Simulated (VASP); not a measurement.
# InPd: single point with PBE

InPd:

```
In Pd
1.0
     3.27188    0.00000    0.00000
     0.00000    3.27188    0.00000
     0.00000    0.00000    3.27188
In Pd
1 1
Direct
  0.98500 0.98500 0.98500
  0.51500 0.51500 0.51500
```

This cell differs from its parent crystal: shortest bond scaled by 0.94.

* Program: VASP 6.6.1
* Task: single point
* Functional: PBE
* Potentials or basis: VASP PAW PBE potentials, release 64 (In_d, Pd)
* Cutoff: 520 eV
* k mesh: 9 × 9 × 9
* Occupations: fermi-dirac, width 0.05 eV
* Spin: no spin polarisation
* Dipole correction: no
* Further INCAR settings: ALGO = Normal; EDIFF = 1e-06; NBANDS = 18

```yaml
Pressure: 5.3 GPa
Largest_force: 0.788 eV/Å
```

Forces in eV/Å, atoms in the order of the input:
```
In   0.455  0.455  0.455
Pd  -0.455 -0.455 -0.455
```

Stress tensor (GPa, compression positive):
```
5.30 1.02 1.02
1.02 5.30 1.02
1.02 1.02 5.30
```

Levels at points of the mesh, in eV from the Fermi level:
| k point | band 7 | band 8 | band 9 | band 10 | band 11 | band 12 | band 13 | band 14 | band 15 | band 16 |
| --- | --- | --- | --- | --- | --- | --- | --- | --- | --- | --- |
| (0.00, 0.00, 0.00) | -3.92 | -3.92 | -2.38 | -2.37 | -2.37 | 4.21 | 4.22 | 4.22 | 9.29 | 10.46 |

Wall time 25 s on 1 thread of Intel Xeon 8259CL (shared host), peak memory 0.18 GiB.

Caveat: the cell differs from its parent crystal (shortest bond scaled by 0.94); spin-orbit coupling is left out, which moves the levels of the heavy elements.
